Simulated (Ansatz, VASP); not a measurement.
# Bi: VASP beside Ansatz

The input POSCAR:

```
Bi
1.0
   -1.9814305318      1.9814305318      1.9814305318
    1.9814305318     -1.9814305318      1.9814305318
    1.9814305318      1.9814305318     -1.9814305318
Bi
1
Direct
    0.0000000000      0.0000000000      0.0000000000
```

INCAR.step1

```
  ALGO = Normal
  EDIFF = 1E-5
  ENCUT = 520
  GGA = PE
  ISIF = 2
  ISMEAR = -1
  LASPH = T
  LCHARG = F
  LREAL = F
  LWAVE = T
  NBANDS = 14
  NELM = 60
  PREC = Accurate
  SIGMA = 0.05
```

Contents of INCAR.step2:

```
  ALGO = Normal
  EDIFF = 1E-7
  ENCUT = 520
  GGA = PE
  HFSCREEN = 0.2079
  ISIF = 2
  ISMEAR = -1
  ISTART = 1
  LASPH = T
  LCHARG = F
  LHFCALC = T
  LREAL = F
  LWAVE = F
  NBANDS = 14
  NELM = 60
  PREC = Accurate
  PRECFOCK = Normal
  SIGMA = 0.05
```

File KPOINTS:

```
k-points
0
Gamma
  5 5 5
```

input.yaml

```yaml
crystal:
  lattice:
    - [-1.9814305318, 1.9814305318, 1.9814305318]
    - [1.9814305318, -1.9814305318, 1.9814305318]
    - [1.9814305318, 1.9814305318, -1.9814305318]
  atoms:
    - { symbol: Bi, position: [0.0, 0.0, 0.0] }
hamiltonian:
  xc: hse06
  pseudopotentials: { kind: paw }
kpoints:
  mp_grid: { grid: [5, 5, 5] }
  band_path:
    path:
      - [[0.0, 0.0, 0.0], [0.5, -0.5, 0.5], [0.0, 0.0, 0.5], [0.0, 0.0, 0.0], [0.25, 0.25, 0.25], [0.5, -0.5, 0.5]]
      - [[0.25, 0.25, 0.25], [0.0, 0.0, 0.5]]
    npoints: 4
scf:
  occupations: { method: fermi_dirac, width: 0.05 }
  n_extra_bands: 6
output:
  forces: true
  stress: true
  eigenvalues: true
  fatbands: false
  write_density: true
  write_potential: true
  elf: true
  volumetric_format: npy
```

Alike in both runs: functional HSE06; k mesh 5 × 5 × 5; occupations fermi-dirac, width 0.05 eV; no spin polarisation.

|  | VASP | Ansatz |
| --- | --- | --- |
| version | VASP 6.6.1 | Ansatz 0.2.0 |
| potentials or method | VASP PAW PBE potentials, release 64 (Bi_d) | Ansatz PAW |
| plane-wave cutoff (eV) | 520 | 420 |
| valence electrons in the cell | 15 | 15 |
| task | single point | band structure |

|  | VASP | Ansatz | Ansatz less VASP |
| --- | --- | --- | --- |
| gap on the k mesh at the Fermi level (eV) | none | none | - |
| pressure (GPa) | -1.2 | -1.3 | -0.10 |

A gap of «none» marks a metal or a gap that the smearing closes. The functional is the same, so the differences come from potentials, cutoffs and numerics.

The k mesh is coarse, so the values compare programs but aren't converged. Spin-orbit coupling is off throughout.
